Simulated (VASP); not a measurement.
TiO2, 6 atoms in the cell. The typed cell holds 6 atoms: a = 3.739 Å, b = 3.739 Å, c = 5.417 Å, α = 110.18°, β = 110.18°, γ = 90.00°.  This cell differs from its parent crystal: atoms moved at random.

- Program: VASP 6.6.1
- Task: single point
- Functional: LDA
- Potentials or basis: VASP PAW LDA potentials, release 64 (Ti_sv, O)
- Cutoff: 600 eV
- k mesh: 6 × 6 × 6
- Occupations: gaussian, width 0.05 eV
- Spin: no spin polarisation
- Dipole correction: no
- Further INCAR settings: ALGO = Normal; EDIFF = 1e-06; NBANDS = 33

Potentials or basis: VASP PAW LDA potentials, release 64 (Ti_sv, O).

The run is started by

```sh
$ cat potpaw_LDA.64/Ti_sv/POTCAR potpaw_LDA.64/O/POTCAR > POTCAR
$ mpirun -np 1 vasp_std > vasp.out
```

Hardware: 1 thread of Intel Xeon 8259CL (shared host).

**Question.** How long does it take, and how much memory?

**Answer.** It took 8.9 min on 1 thread of Intel Xeon 8259CL, on a shared host, peak memory 0.34 GiB. Counts: scf iterations 16, k points 112.
